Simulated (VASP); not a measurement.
Si3Sn: single point with PBE

The system is Si3Sn.

```
Si Sn
1.0
     3.04749    0.00000    0.00000
    -1.52374    2.63920    0.00000
     0.00000    0.00000    9.14838
Si Sn
3 1
Direct
  0.33333 0.66667 0.00000
  0.66667 0.33333 0.20956
  0.66667 0.33333 0.79044
  0.33333 0.66667 0.50000
```

| Item | Value |
| --- | --- |
| Program | VASP 6.6.1 |
| Task | single point |
| Functional | PBE |
| Potentials or basis | VASP PAW PBE potentials, release 64 (Si, Sn_d) |
| Cutoff | 520 eV |
| k mesh | 6 × 6 × 2 |
| Occupations | gaussian, width 0.1 eV |
| Spin | no spin polarisation |

```
Pressure               : 0.1 GPa
Largest force          : 0.006 eV/Å
Band gap on the k mesh : zero (bands 13 and 14 overlap by 7.06 eV)
```

Forces in eV/Å, atoms in the order of the input:
```
Si   0.000  0.000  0.000
Si   0.000  0.000 -0.006
Si   0.000  0.000  0.006
Sn   0.000  0.000  0.000
```

Stress tensor (GPa, compression positive):
```
0.18 0.00 0.00
0.00 0.18 0.00
0.00 0.00 0.01
```

Levels at points of the mesh, in eV from the Fermi level:
| k point | band 10 | band 11 | band 12 | band 13 | band 14 | band 15 |
| --- | --- | --- | --- | --- | --- | --- |
| (0.00, 0.00, 0.00) | -5.22 | 2.43 | 3.37 | 4.49 | 4.49 | 6.27 |
| (0.50, 0.00, 0.00) | -5.10 | -5.05 | -1.25 | -0.92 | -0.32 | 0.99 |
| (0.00, 0.00, 0.50) | -2.11 | -1.26 | 4.50 | 4.50 | 6.18 | 6.18 |
| (0.50, 0.00, 0.50) | -4.63 | -3.74 | -3.38 | -2.01 | 1.03 | 1.68 |

Run time: 13 s on 1 thread of AMD EPYC 9R45 96-Core Processor (Zen 5), with other jobs on the host, peak memory 0.16 GiB.

Caveat: the k points lie up to 0.40 Å⁻¹ apart, too coarse for converged energies and pressures of a metal; spin-orbit coupling is left out, which moves the levels of the heavy elements.
